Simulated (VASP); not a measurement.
# CoO in VASP: settings compared, part 2 of 2

VASP 6.6.1. Earlier steps stand in the parts before.

### 4 Single point, PBE, collinear spin, ferromagnetic start

File INCAR:

```
SYSTEM = CoO
PREC = Accurate ; ENCUT = 1340
EDIFF = 1E-6 ; ISMEAR = 0
SIGMA = 0.027000000000000003 ; LREAL = .FALSE.
LASPH = .TRUE. ; NELM = 200
ALGO = Normal ; ISIF = 2
LWAVE = .FALSE. ; LCHARG = .FALSE.
ISPIN = 2 ; MAGMOM = 2 0
LORBIT = 11 ; LMAXMIX = 4
GGA = PE ; NBANDS = 22
GGA_COMPAT = .FALSE.
```

File KPOINTS:

```
Automatic mesh
0
G
  10 10 10
  0 0 0
```

File POSCAR:

```
CoO
1.0
    0.0000000000      2.3436418400      2.3436418400
    2.3436418400      0.0000000000      2.3436418400
    2.3436418400      2.3436418400      0.0000000000
Co O
1 1
Direct
    0.0000000000      0.0000000000      0.0000000000
    0.2500000000      0.2500000000      0.2500000000
```

Potentials or basis: VASP PAW PBE potentials, release 64 (Co_sv, O_h).

On the command line:

```console
> cat potpaw_PBE.64/Co_sv/POTCAR potpaw_PBE.64/O_h/POTCAR > POTCAR
> mpirun -np 1 vasp_std > vasp.out
```

OUTCAR:

```text
SYSTEM = CoO
   PREC = Accurate
   ENCUT = 1340
   EDIFF = 1E-6
   ISMEAR = 0
   LREAL = .FALSE.
   LASPH = .TRUE.
   NELM = 200
   ISIF = 2
   ISPIN = 2
   LORBIT = 11
   GGA = PE

 ion  position               nearest neighbor table
   1  0.000  0.000  0.000-   2 2.03   2 2.03   2 2.03   2 2.03
   2  0.250  0.250  0.250-   1 2.03   1 2.03   1 2.03   1 2.03

  LATTYP: Found a face centered cubic cell.
 ALAT       =     4.6872836800

  Lattice vectors:

 A1 = (   0.0000000000,   2.3436418400,   2.3436418400)
 A2 = (   2.3436418400,   0.0000000000,   2.3436418400)
 A3 = (   2.3436418400,   2.3436418400,   0.0000000000)

Analysis of symmetry for initial positions (statically):
=====================================================================
 Subroutine PRICEL returns:
 Original cell was already a primitive cell.

 Routine SETGRP: Setting up the symmetry group for a
 face centered cubic supercell.

 Subroutine GETGRP returns: Found 24 space group operations
 (whereof 24 operations were pure point group operations)
 out of a pool of 48 trial point group operations.

The static configuration has the point symmetry T_d .

Analysis of symmetry for dynamics (positions and initial velocities):
=====================================================================
 Subroutine PRICEL returns:
 Original cell was already a primitive cell.

 Routine SETGRP: Setting up the symmetry group for a
 face centered cubic supercell.

 Subroutine GETGRP returns: Found 24 space group operations
 (whereof 24 operations were pure point group operations)
 out of a pool of 48 trial point group operations.

The dynamic configuration has the point symmetry T_d .

Analysis of structural, dynamic, and magnetic symmetry:
=====================================================================
 Subroutine PRICEL returns:
 Original cell was already a primitive cell.

[... 149 lines left out ...]
  ext. energy  EPLUGINS =         0.00000000
  ---------------------------------------------------
  free energy    TOTEN  =       -13.34005330 eV

  energy without entropy =      -13.33978489  energy(sigma->0) =      -13.33991909

 E-fermi :   5.6888     XC(G=0): -10.7847

 val. band max:        5.6878877493   @ k =  -0.3000   0.5000   0.2000
 cond. band min:       5.7163804306   @ k =  -0.4000   0.5000   0.1000
 fundamental gap:      0.0284926813
 Fermi energy:         5.6888258349

 spin component 1

 k-point     1 :       0.0000    0.0000    0.0000
  band No.  band energies     occupation
      1     -90.8542      1.00000
      2     -54.1151      1.00000
      3     -54.1151      1.00000
      4     -54.1151      1.00000
      5     -13.4101      1.00000
      6       0.2420      1.00000
[... 589 lines left out ...]
     21      30.7079      0.00000
     22      32.3923      0.00000

 [... further k-points ...]

 spin component 2

 k-point     1 :       0.0000    0.0000    0.0000
  band No.  band energies     occupation
      1     -87.8264      1.00000
      2     -51.1591      1.00000
      3     -51.1590      1.00000
      4     -51.1589      1.00000
      5     -12.8467      1.00000
      6       1.5806      1.00000
[... 589 lines left out ...]
     21      31.2249      0.00000
     22      32.9018      0.00000

 [... further k-points ...]

------------------------ aborting loop because EDIFF is reached ----------------------------------------

  FORCE on cell =-STRESS in cart. coord.  units (eV):
  Direction    XX          YY          ZZ          XY          YZ          ZX
  --------------------------------------------------------------------------------------
  -------------------------------------------------------------------------------------
  Total       -2.0042612     -2.0042612     -2.0042612     -0.0000000      0.0000000      0.0000000
  in kB     -124.7272010   -124.7272010   -124.7272010     -0.0000000      0.0000000      0.0000000
  external PRESSURE =    -124.7272010 kB  Pullay stress =       0.0000000 kB

 VOLUME and BASIS-vectors are now :
 -----------------------------------------------------------------------------
  energy-cutoff  :     1340.00
  volume of cell :       25.75
      direct lattice vectors                 reciprocal lattice vectors
     0.000000000  2.343641840  2.343641840    -0.213343179  0.213343179  0.213343179
     2.343641840  0.000000000  2.343641840     0.213343179 -0.213343179  0.213343179
     2.343641840  2.343641840  0.000000000     0.213343179  0.213343179 -0.213343179

 POSITION                                       TOTAL-FORCE (eV/Angst)
 -----------------------------------------------------------------------------------
      0.00000      0.00000      0.00000        -0.000000     -0.000000     -0.000000
      1.17182      1.17182      1.17182         0.000000      0.000000      0.000000
 -----------------------------------------------------------------------------------
    total drift:                               -0.000000     -0.000000     -0.000000

  FREE ENERGIE OF THE ION-ELECTRON SYSTEM (eV)
  ---------------------------------------------------
  free  energy   TOTEN  =       -13.3400532976 eV

  energy  without entropy=      -13.3397848864  energy(sigma->0) =      -13.33991909

 total charge

# of ion       s       p       d       tot
------------------------------------------
    1        2.151   6.067   6.657  14.874
    2        1.036   2.285   0.000   3.321
--------------------------------------------------
tot          3.187   8.351   6.657  18.196

 magnetization (x)

# of ion       s       p       d       tot
------------------------------------------
    1        0.013   0.019   2.455   2.488
    2        0.020   0.225   0.000   0.245
--------------------------------------------------
tot          0.033   0.245   2.455   2.733
```

stdout:

```text
POSCAR found type information on POSCAR CoO
 POSCAR found :  2 types and       2 ions
 scaLAPACK will be used
 LDA part: xc-table for (Slater+PW92), standard interpolation
 POSCAR, INCAR and KPOINTS ok, starting setup
 FFT: planning ... GRIDC
 FFT: planning ... GRID_SOFT
 FFT: planning ... GRID
 WAVECAR not read
 entering main loop
```

Wall time 2.6 min (1 thread of Intel Xeon Platinum 8488C (Sapphire Rapids), shared host); peak memory 0.38 GiB.

What came out:

* Free energy: -13.3401 eV
* Pressure: -12.5 GPa
* Band gap on the k mesh: zero (filled and empty bands overlap)
* Net moment: 2.99 μB per cell
* Site moments: Co +2.49; O +0.24 μB
* Valence electrons inside the program's atomic spheres: Co 14.87; O 3.32

Levels at points of the mesh, in eV from the Fermi level:
Spin up:
```csv
k point,band 11,band 12,band 13,band 14,band 15,band 16
"(0.00, 0.00, 0.00)",-0.01,0.04,0.04,0.04,13.31,13.31
"(0.50, 0.00, 0.00)",-2.10,-0.66,-0.66,5.19,6.55,12.82
"(0.50, 0.50, 0.00)",-1.81,-1.81,-1.51,4.89,8.85,10.62
```
Spin down:
| k point | band 7 | band 8 | band 9 | band 10 | band 11 | band 12 | band 13 | band 14 |
| --- | --- | --- | --- | --- | --- | --- | --- | --- |
| (0.00, 0.00, 0.00) | -4.11 | -4.11 | -0.35 | -0.35 | 0.56 | 2.54 | 2.54 | 2.54 |
| (0.50, 0.00, 0.00) | -3.95 | -3.95 | -0.14 | -0.14 | 0.51 | 1.78 | 1.78 | 5.74 |
| (0.50, 0.50, 0.00) | -3.76 | -3.76 | -0.30 | -0.05 | 0.09 | 1.13 | 1.13 | 5.90 |

Caveat: the cell stands under tension; a cell with one magnetic atom can't hold antiferromagnetic order, which such compounds often take; semilocal functionals often make such compounds metallic where correlation or magnetic order opens a gap, which also shifts bond lengths.

### 5 Single point, PBEsol-based screened hybrid with 25 % exact exchange, collinear spin, ferromagnetic start

POSCAR is that of step 4.

File INCAR.step1:

```
ALGO     = Normal         # electronic algorithm
EDIFF    = 1E-5           # SCF threshold, eV
ENCUT    = 520            # plane-wave cutoff, eV
GGA      = PE             # functional
ISIF     = 2              # what is computed and relaxed
ISMEAR   = -1             # smearing method
ISPIN    = 2              # spin polarisation
LASPH    = T              # aspherical terms in the spheres
LCHARG   = F              # write CHGCAR
LMAXMIX  = 4              # l up to which the mixer works
LORBIT   = 11             # projections on sites
LREAL    = F              # projectors in reciprocal space
LWAVE    = T              # write WAVECAR
MAGMOM   = 2 0            # initial moments
NBANDS   = 18             # bands
NELM     = 150            # most SCF steps
PREC     = Accurate       # precision mode
SIGMA    = 0.05           # smearing width, eV
```

File INCAR.step2:

```
AEXX     = 0.25           # exact-exchange fraction
ALGO     = Normal         # electronic algorithm
EDIFF    = 1E-6           # SCF threshold, eV
ENCUT    = 520            # plane-wave cutoff, eV
GGA      = PS             # functional
HFSCREEN = 0.207          # screening, 1/A
ISIF     = 2              # what is computed and relaxed
ISMEAR   = -1             # smearing method
ISPIN    = 2              # spin polarisation
ISTART   = 1            
LASPH    = T              # aspherical terms in the spheres
LCHARG   = F              # write CHGCAR
LHFCALC  = T              # exact exchange
LMAXMIX  = 4              # l up to which the mixer works
LORBIT   = 11             # projections on sites
LREAL    = F              # projectors in reciprocal space
LWAVE    = F              # write WAVECAR
MAGMOM   = 2 0            # initial moments
NBANDS   = 18             # bands
NELM     = 150            # most SCF steps
PREC     = Accurate       # precision mode
PRECFOCK = Normal       
SIGMA    = 0.05           # smearing width, eV
```

File KPOINTS:

```
k-points
0
Gamma
  5 5 5
```

Potentials or basis: VASP PAW PBE potentials, release 64 (Co, O).

On the command line:

```console
> cat potpaw_PBE.64/Co/POTCAR potpaw_PBE.64/O/POTCAR > POTCAR
> cp INCAR.step1 INCAR
> mpirun -np 1 vasp_std > vasp.out
> cp INCAR.step2 INCAR
> mpirun -np 1 vasp_std > vasp.out
```

OUTCAR:

```text
AEXX = 0.25
   EDIFF = 1E-6
   ENCUT = 520
   GGA = PS
   HFSCREEN = 0.207
   ISIF = 2
   ISMEAR = -1
   ISPIN = 2
   ISTART = 1
   LASPH = T
   LHFCALC = T
   LORBIT = 11
   LREAL = F
   NELM = 150
   PREC = Accurate
   PRECFOCK = Normal

 ion  position               nearest neighbor table
   1  0.000  0.000  0.000-   2 2.03   2 2.03   2 2.03   2 2.03
   2  0.250  0.250  0.250-   1 2.03   1 2.03   1 2.03   1 2.03

  LATTYP: Found a face centered cubic cell.
 ALAT       =     4.6872836800

  Lattice vectors:

 A1 = (   0.0000000000,   2.3436418400,   2.3436418400)
 A2 = (   2.3436418400,   0.0000000000,   2.3436418400)
 A3 = (   2.3436418400,   2.3436418400,   0.0000000000)

Analysis of symmetry for initial positions (statically):
=====================================================================
 Subroutine PRICEL returns:
 Original cell was already a primitive cell.

 Routine SETGRP: Setting up the symmetry group for a
 face centered cubic supercell.

 Subroutine GETGRP returns: Found 24 space group operations
 (whereof 24 operations were pure point group operations)
 out of a pool of 48 trial point group operations.

The static configuration has the point symmetry T_d .

Analysis of symmetry for dynamics (positions and initial velocities):
=====================================================================
 Subroutine PRICEL returns:
 Original cell was already a primitive cell.

 Routine SETGRP: Setting up the symmetry group for a
 face centered cubic supercell.

 Subroutine GETGRP returns: Found 24 space group operations
 (whereof 24 operations were pure point group operations)
 out of a pool of 48 trial point group operations.

The dynamic configuration has the point symmetry T_d .

Analysis of structural, dynamic, and magnetic symmetry:
=====================================================================
 Subroutine PRICEL returns:
 Original cell was already a primitive cell.

 Routine SETGRP: Setting up the symmetry group for a
 face centered cubic supercell.

[... 142 lines left out ...]

  energy without entropy =      -19.64979298  energy(sigma->0) =      -19.64979298

 E-fermi :   4.0465     XC(G=0):  -8.8262

 val. band max:        3.1371231126   @ k =   0.0000   0.0000   0.0000
 cond. band min:       4.9015650870   @ k =   0.0000   0.0000   0.0000
 fundamental gap:      1.7644419744
 Fermi energy:         4.0464696571

 spin component 1

 k-point     1 :       0.0000    0.0000    0.0000
  band No.  band energies     occupation
      1     -16.7170      1.00000
      2      -2.9249      1.00000
      3      -2.9249      1.00000
      4      -2.9248      1.00000
      5       0.0631      1.00000
      6       0.0632      1.00000
[... 186 lines left out ...]
      4      -1.8505      1.00000
      5      -0.5494      1.00000
      6      -0.4487      1.00000
[... 10 lines left out ...]
     17      29.7470      0.00000
     18      32.0284      0.00000
 Fermi energy:         4.0464696571

 spin component 2

 k-point     1 :       0.0000    0.0000    0.0000
  band No.  band energies     occupation
      1     -16.2068      1.00000
      2      -0.1403      1.00000
      3      -0.1402      1.00000
      4      -0.1400      1.00000
      5       2.0142      1.00000
      6       2.0147      1.00000
[... 187 lines left out ...]
      5       2.4405      1.00000
      6       2.7565      1.00000
[... 10 lines left out ...]
     17      30.2102      0.00000
     18      32.6133      0.00000

------------------------ aborting loop because EDIFF is reached ----------------------------------------

  FORCE on cell =-STRESS in cart. coord.  units (eV):
  Direction    XX          YY          ZZ          XY          YZ          ZX
  --------------------------------------------------------------------------------------
  -------------------------------------------------------------------------------------
  Total       -2.0222273     -2.0222273     -2.0222273      0.0000000      0.0000000      0.0000000
  in kB     -125.8452473   -125.8452473   -125.8452473      0.0000000      0.0000000      0.0000000
  external PRESSURE =    -125.8452473 kB  Pullay stress =       0.0000000 kB

 VOLUME and BASIS-vectors are now :
 -----------------------------------------------------------------------------
  energy-cutoff  :      520.00
  volume of cell :       25.75
      direct lattice vectors                 reciprocal lattice vectors
     0.000000000  2.343641840  2.343641840    -0.213343179  0.213343179  0.213343179
     2.343641840  0.000000000  2.343641840     0.213343179 -0.213343179  0.213343179
     2.343641840  2.343641840  0.000000000     0.213343179  0.213343179 -0.213343179

 POSITION                                       TOTAL-FORCE (eV/Angst)
 -----------------------------------------------------------------------------------
      0.00000      0.00000      0.00000        -0.000000     -0.000000     -0.000000
      1.17182      1.17182      1.17182         0.000000      0.000000      0.000000
 -----------------------------------------------------------------------------------
    total drift:                               -0.000026     -0.000005     -0.000018

  FREE ENERGIE OF THE ION-ELECTRON SYSTEM (eV)
  ---------------------------------------------------
  free  energy   TOTEN  =       -19.6497929845 eV

  energy  without entropy=      -19.6497929839  energy(sigma->0) =      -19.64979298

 total charge

# of ion       s       p       d       tot
------------------------------------------
    1        0.320   0.383   7.060   7.764
    2        1.542   3.461   0.000   5.003
--------------------------------------------------
tot          1.863   3.843   7.060  12.767

 magnetization (x)

# of ion       s       p       d       tot
------------------------------------------
    1        0.011   0.038   2.646   2.695
    2        0.016   0.170   0.000   0.186
--------------------------------------------------
tot          0.027   0.208   2.646   2.882
```

OUTCAR.step1:

```text
EDIFF = 1E-5
   ENCUT = 520
   GGA = PE
   ISIF = 2
   ISMEAR = -1
   ISPIN = 2
   LASPH = T
   LORBIT = 11
   LREAL = F
[... 650 lines left out ...]

  energy  without entropy=      -13.2389579105  energy(sigma->0) =      -13.24491027

 total charge

# of ion       s       p       d       tot
------------------------------------------
    1        0.310   0.359   7.125   7.794
    2        1.551   3.393   0.000   4.944
--------------------------------------------------
tot          1.860   3.752   7.125  12.737

 magnetization (x)

# of ion       s       p       d       tot
------------------------------------------
    1        0.019   0.043   2.483   2.545
    2        0.020   0.304   0.000   0.324
--------------------------------------------------
tot          0.039   0.348   2.483   2.870
```

Run time: 31 min. Hardware: 1 thread of Intel Xeon Platinum 8259CL at 2.50GHz (Skylake/Cascade Lake), shared host; peak memory 0.28 GiB.

What came out:

| Quantity | Value |
| --- | --- |
| Free energy | -19.6498 eV |
| Pressure | -12.6 GPa |
| Band gap on the k mesh | 1.76 eV |
| Net moment | 3.00 μB per cell |
| Site moments | Co +2.69; O +0.19 μB |
| Valence electrons inside the program's atomic spheres | Co 7.76; O 5.00 |

Levels at points of the mesh, in eV from the valence-band top:
Spin up:
```tsv
k point	band 6	band 7	band 8	band 9	band 10	band 11	band 12	band 13
(0.00, 0.00, 0.00)	-3.07	0.00	0.00	0.00	1.76	15.47	15.47	15.47
```
Spin down:
```tsv
k point	band 2	band 3	band 4	band 5	band 6	band 7	band 8	band 9	band 10	band 11
(0.00, 0.00, 0.00)	-3.28	-3.28	-3.28	-1.12	-1.12	2.48	6.20	6.20	6.20	16.02
```

Caveat: the k points lie up to 0.46 Å⁻¹ apart; the PAW data sets were made with another functional, which shifts forces and pressure a little; a cell with one magnetic atom can't hold antiferromagnetic order, which such compounds often take.

### 6 Summary

| level | potentials or basis | cell | k mesh | cutoff (eV) | smearing | grid for exact exchange (PRECFOCK) | share of exact exchange | screening parameter | gap on the mesh (eV) | pressure (GPa) | moment (μB) |
| --- | --- | --- | --- | --- | --- | --- | --- | --- | --- | --- | --- |
| PBE | VASP PAW PBE potentials, release 64 (Co, O) | as given, atomic positions A | 10 × 10 × 10 | 520 | fermi-dirac 0.05 eV | - | - | - | none | -12.2 | 2.97 |
| PBE | VASP PAW PBE potentials, release 64 (Co_sv, O) | as given, atomic positions B | 10 × 10 × 10 | 700 | fermi-dirac 0.05 eV | - | - | - | none | -12.9 | 2.98 |
| PBE | VASP PAW PBE potentials, release 64 (Co_sv, O_h) | as given, atomic positions B | 10 × 10 × 10 | 1340 | gaussian 0.027 eV | - | - | - | none | -12.5 | 2.99 |
| PBEsol-based screened hybrid with 25 % exact exchange | VASP PAW PBE potentials, release 64 (Co, O) | as given, atomic positions B | 5 × 5 × 5 | 520 | fermi-dirac 0.05 eV | Normal | 0.25 | 0.207 1/Å | 1.76 | -12.6 | 3.00 |

Alike in all rows: task single point; spin collinear, ferromagnetic start.

Caveats: some runs use coarse meshes; a cell with one magnetic atom can't hold antiferromagnetic order, which such compounds often take; the cell stands under tension (at least some runs); semilocal functionals often make such compounds metallic where correlation or magnetic order opens a gap, which also shifts bond lengths (at least some runs); the PAW data sets were made with another functional, which shifts forces and pressure a little (at least some runs).

Total energies depend on the potentials used, so only differences within one code and one set of settings carry meaning.

The gap in the log of VASP goes by the Fermi energy; the results here count the filled bands.